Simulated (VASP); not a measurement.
# Pb (I4_1/amd) in VASP: further runs, part 3 of 3

VASP 6.6.1.

### 4 Single point, PBE (zz strain of +1 %)

The input, INCAR:

```
SYSTEM = Pb
PREC = Accurate ; ENCUT = 520
EDIFF = 1E-6 ; ISMEAR = -1
SIGMA = 0.05 ; LREAL = .FALSE.
LASPH = .TRUE. ; NELM = 60
ALGO = Normal ; ISIF = 2
LWAVE = .FALSE. ; LCHARG = .FALSE.
GGA = PE ; NBANDS = 21
```

The input, KPOINTS:

```
Automatic mesh
0
G
  8 8 8
  0 0 0
```

The input, POSCAR:

```
Pb
1.0
    0.0000000000      3.4390000555      3.4733900561
    3.4390000555      0.0000000000      3.4733900561
    3.4390000555      3.4390000555      0.0000000000
Pb
2
Direct
    0.0000000000      0.0000000000      0.0000000000
    0.2500000000      0.2500000000      0.2500000000
```

Potentials or basis: VASP PAW PBE potentials, release 64 (Pb_d).

The run is started by

```bash
> cat potpaw_PBE.64/Pb_d/POTCAR > POTCAR
> mpirun -np 1 vasp_std > vasp.out
```

OUTCAR:

```text
SYSTEM = Pb
   PREC = Accurate
   ENCUT = 520
   EDIFF = 1E-6
   ISMEAR = -1
   LREAL = .FALSE.
   LASPH = .TRUE.
   NELM = 60
   ISIF = 2
   GGA = PE

 ion  position               nearest neighbor table
   1  0.000  0.000  0.000-   2 2.99   2 2.99   2 2.99   2 2.99
   2  0.250  0.250  0.250-   1 2.99   1 2.99   1 2.99   1 2.99

  LATTYP: Found a body centered tetragonal cell.
 ALAT       =     4.8634805195
 C/A-ratio  =     1.4283556980

  Lattice vectors:

 A1 = (  -3.4390000555,   0.0000000000,   3.4733900561)
 A2 = (   3.4390000555,   0.0000000000,   3.4733900561)
 A3 = (   0.0000000000,   3.4390000555,  -3.4733900561)

Analysis of symmetry for initial positions (statically):
=====================================================================
 Subroutine PRICEL returns:
 Original cell was already a primitive cell.

 Routine SETGRP: Setting up the symmetry group for a
 body centered tetragonal supercell.

 Subroutine GETGRP returns: Found 16 space group operations
 (whereof  8 operations were pure point group operations)
 out of a pool of 16 trial point group operations.

The static configuration has the point symmetry D_2d.
 The point group associated with its full space group is D_4h.

Analysis of symmetry for dynamics (positions and initial velocities):
=====================================================================
 Subroutine PRICEL returns:
 Original cell was already a primitive cell.

 Routine SETGRP: Setting up the symmetry group for a
 body centered tetragonal supercell.

 Subroutine GETGRP returns: Found 16 space group operations
 (whereof  8 operations were pure point group operations)
 out of a pool of 16 trial point group operations.

The dynamic configuration has the point symmetry D_2d.
[... 105 lines left out ...]
   NFREE  =      0    steps in history (QN), initial steepest desc. (CG)
   ISIF   =      2    stress and relaxation
   ISYM   =      2    0-nonsym 1-usesym 2-fastsym
   POTIM  = 0.5000    time-step for ionic-motion
   TEBEG  =    0.0;   TEEND  =   0.0 temperature during run
   PSTRESS=    0.0 pullay stress
   NELECT =      28.0000    total number of electrons
   NUPDOWN=      -1.0000    fix difference up-down
   EMIN   =  10.00;   EMAX   =-10.00  energy-range for DOS
   EFERMI =   0.00;   METHOD = LEGACY
   ISMEAR =    -1;   SIGMA  =   0.05  broadening in eV -4-tet -1-fermi 0-gaus
   EFERMI_NEDOS =   21; number of points for ismear=-14 and -15
   IALGO  =     38    algorithm
   IMIX   =      4    mixing-type and parameters
     AMIX     =   0.40;   BMIX     =  1.00
     AMIX_MAG =   1.60;   BMIX_MAG =  1.00
  volume/ion in A,a.u.               =      41.08       277.21
  Fermi-wavevector in a.u.,A,eV,Ry     =   1.143523  2.160945 17.791585  1.307645
  Thomas-Fermi vector in A             =   2.280218
   LORBIT       =      0    0 simple, 1 ext, 2 COOP (PROOUT), +10 PAW based schemes
   GGA     = PE    functional components
   LHFCALC =     F    Hartree Fock is set to
   AEXX    =    0.0000 exact exchange contribution
   IVDW    =     0    specifies the selected vdW correction
   LEPSILON=     F    determine dielectric tensor
   LRPA    =     F    only Hartree local field effects (RPA)
 non-spin polarized calculation
  energy-cutoff  :      520.00
  volume of cell :       82.16
 maximum number of plane-waves:      2224
   NGX = 19   NGY = 19   NGZ = 19

 number of electron      27.9999995 magnetization

 Free energy of the ion-electron system (eV)
  ---------------------------------------------------
  ext. energy  EPLUGINS =         0.00000000
  ---------------------------------------------------
  free energy    TOTEN  =        -6.57683704 eV

  energy without entropy =       -6.57280016  energy(sigma->0) =       -6.57481860

 E-fermi :   4.3042     XC(G=0):  -8.3827

 val. band max:        4.0249746726   @ k =   0.1250   0.1250   0.0000
 cond. band min:       4.3058102901   @ k =  -0.1250   0.0000   0.1250
 fundamental gap:      0.2808356175
 Fermi energy:         4.3042293060

 k-point     1 :       0.0000    0.0000    0.0000
  band No.  band energies     occupation
      1     -12.9277      2.00000
      2     -12.9277      2.00000
      3     -12.9225      2.00000
      4     -12.8524      2.00000
      5     -12.8502      2.00000
      6     -12.4372      2.00000
[... 565 lines left out ...]
     20      11.6690      0.00000
     21      12.5276      0.00000

 [... further k-points ...]
[... 5 lines left out ...]
  --------------------------------------------------------------------------------------
  -------------------------------------------------------------------------------------
  Total        1.0163195      1.0163195      0.9784768      0.0000000      0.0000000      0.0000000
  in kB       19.8195109     19.8195109     19.0815310      0.0000000      0.0000000      0.0000000
  external PRESSURE =      19.5735176 kB  Pullay stress =       0.0000000 kB

 VOLUME and BASIS-vectors are now :
 -----------------------------------------------------------------------------
  energy-cutoff  :      520.00
  volume of cell :       82.16
      direct lattice vectors                 reciprocal lattice vectors
     0.000000000  3.439000056  3.473390056    -0.145391100  0.145391100  0.143951584
     3.439000056  0.000000000  3.473390056     0.145391100 -0.145391100  0.143951584
     3.439000056  3.439000056  0.000000000     0.145391100  0.145391100 -0.143951584

 POSITION                                       TOTAL-FORCE (eV/Angst)
 -----------------------------------------------------------------------------------
      0.00000      0.00000      0.00000        -0.000000     -0.000000     -0.000000
      1.71950      1.71950      1.73670         0.000000      0.000000      0.000000
 -----------------------------------------------------------------------------------
    total drift:                                0.000000      0.000000      0.000000

  FREE ENERGIE OF THE ION-ELECTRON SYSTEM (eV)
  ---------------------------------------------------
  free  energy   TOTEN  =        -6.5768370368 eV

  energy  without entropy=       -6.5728001580  energy(sigma->0) =       -6.57481860
```

OSZICAR:

```text
N       E                     dE             d eps       ncg     rms          rms(c)
DAV:   1     0.291838918012E+03    0.29184E+03   -0.13706E+04  2478   0.145E+03
DAV:   2     0.152164187739E+02   -0.27662E+03   -0.27096E+03  2493   0.393E+02
DAV:   3    -0.579852081376E+01   -0.21015E+02   -0.20895E+02  3043   0.136E+02
DAV:   4    -0.655774219577E+01   -0.75922E+00   -0.75898E+00  2947   0.312E+01
DAV:   5    -0.660136861413E+01   -0.43626E-01   -0.43626E-01  3775   0.648E+00    0.148E+00
DAV:   6    -0.658210053266E+01    0.19268E-01   -0.29136E-02  3495   0.229E+00    0.857E-01
DAV:   7    -0.657538073425E+01    0.67198E-02   -0.27364E-02  3437   0.216E+00    0.163E-01
DAV:   8    -0.657655949894E+01   -0.11788E-02   -0.49767E-03  2921   0.799E-01    0.383E-02
DAV:   9    -0.657681586722E+01   -0.25637E-03   -0.49601E-04  2863   0.280E-01    0.210E-02
DAV:  10    -0.657683220581E+01   -0.16339E-04   -0.68065E-05  2901   0.956E-02    0.498E-03
DAV:  11    -0.657683712492E+01   -0.49191E-05   -0.10062E-05  2689   0.272E-02    0.855E-04
DAV:  12    -0.657683703679E+01    0.88135E-07   -0.53958E-07  2157   0.927E-03
   1 F= -.65768370E+01 E0= -.65748186E+01  d E =-.403688E-02
```

It took 67 s on 1 thread of Intel Xeon Platinum 8259CL at 2.50GHz (Skylake/Cascade Lake), shared host; peak memory 0.24 GiB.

What came out:

```yaml
Free_energy: -6.5768 eV
Pressure: 2.0 GPa
Band_gap_on_the_k_mesh: zero (band 14 reaches 4.67 eV, above the bottom of band 15 at 3.55 eV)
```

Caveat: the cell differs from its parent crystal (zz strain of +1 %); spin-orbit coupling is left out, which moves the levels of the heavy elements.

### 5 Single point, PBE (zz strain of +2 %)

The input, INCAR:

```
SYSTEM = Pb
PREC = Accurate
ENCUT = 520
EDIFF = 1E-6
ISMEAR = -1
SIGMA = 0.05
LREAL = .FALSE.
LASPH = .TRUE.
NELM = 60
ALGO = Normal
ISIF = 2
LWAVE = .FALSE.
LCHARG = .FALSE.
GGA = PE
NBANDS = 21
```

KPOINTS is that of step 4.

The input, POSCAR:

```
Pb
1.0
    0.0000000000      3.4390000555      3.5077800566
    3.4390000555      0.0000000000      3.5077800566
    3.4390000555      3.4390000555      0.0000000000
Pb
2
Direct
    0.0000000000      0.0000000000      0.0000000000
    0.2500000000      0.2500000000      0.2500000000
```

The run is started by

```bash
> cat potpaw_PBE.64/Pb_d/POTCAR > POTCAR
> mpirun -np 1 vasp_std > vasp.out
```

Wall time 82 s (1 thread of Intel Xeon Platinum 8259CL at 2.50GHz (Skylake/Cascade Lake), shared host); peak memory 0.27 GiB.

The run converged. Its results:

```yaml
Free_energy: -6.5858 eV
Pressure: 1.6 GPa
Band_gap_on_the_k_mesh: zero (band 14 reaches 4.60 eV, above the bottom of band 15 at 3.50 eV)
```

Stress tensor (GPa, compression positive):
```
1.68 0.00 0.00
0.00 1.68 0.00
0.00 0.00 1.52
```

Levels at points of the mesh, in eV from the Fermi level:
```
           k point  band 12  band 13  band 14  band 15  band 16  band 17
(0.00, 0.00, 0.00)    -4.08     0.26     0.39     0.39     2.33     2.33
(0.50, 0.00, 0.00)    -7.12    -1.01    -0.83    -0.71     3.43     3.49
(0.50, 0.50, 0.00)    -8.51    -1.90    -1.90     0.89     0.89     6.98
(0.50, 0.00, 0.50)    -8.47    -1.99    -1.99     0.80     0.80     7.01
```

Caveat: the cell differs from its parent crystal (zz strain of +2 %); spin-orbit coupling is left out, which moves the levels of the heavy elements.

### 6 The runs side by side

```csv
cell,gap on the mesh (eV),pressure (GPa)
"a = 4.815, b = 4.815, c = 4.863 Å, angles 59.7, 59.7, 60.7°, 2 atoms",none,3.1
"a = 4.839, b = 4.839, c = 4.863 Å, angles 59.8, 59.8, 60.3°, 2 atoms",none,2.7
"a = 4.888, b = 4.888, c = 4.863 Å, angles 60.2, 60.2, 59.7°, 2 atoms",none,2.0
"a = 4.912, b = 4.912, c = 4.863 Å, angles 60.3, 60.3, 59.3°, 2 atoms",none,1.6
```

Alike in all rows: task single point; level PBE; potentials or basis VASP PAW PBE potentials, release 64 (Pb_d); no spin polarisation; k mesh 8 × 8 × 8; cutoff (eV) 520; smearing fermi-dirac 0.05 eV.

Caveats: spin-orbit coupling is left out, which moves the levels of the heavy elements.

Absolute energies hang on the potentials; compare differences alone.
